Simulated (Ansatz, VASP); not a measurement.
One calculation of Ca2SnF6, two programs

```
Ca Sn F
1.0
     0.00000    3.97097    3.97097
     3.97097    0.00000    3.97097
     3.97097    3.97097    0.00000
Ca Sn F
2 1 6
Direct
  0.25000 0.25000 0.25000
  0.75000 0.75000 0.75000
  0.00000 0.00000 0.00000
  0.75000 0.25000 0.25000
  0.25000 0.75000 0.75000
  0.25000 0.75000 0.25000
  0.75000 0.25000 0.75000
  0.25000 0.25000 0.75000
  0.75000 0.75000 0.25000
```

Change from the starting cell: ordered vacancies on the cation sites of perovskite (Fm-3m, No. 225).

Alike in both runs: task single point; functional PBE; k mesh 4 × 4 × 4; occupations gaussian, width 0.1 eV; no spin polarisation.

|  | VASP | Ansatz |
| --- | --- | --- |
| version | VASP 6.6.1 | Ansatz 0.2.0 |
| potentials or method | VASP PAW PBE potentials, release 64 (Ca_sv, Sn_d, F), cutoff 520 eV | scalar-relativistic, plane waves, PAW |
| valence electrons in the cell | 76 | 76 |

Ansatz gave:

```
gap on the k mesh at the Fermi level (eV) : none
pressure (GPa)                            : 19.2
```

Question: What did VASP give for the same quantities?

Answer: gap on the k mesh at the Fermi level (eV): none; pressure (GPa): 19.7.

A gap of «none» marks a metal or a gap that the smearing closes.
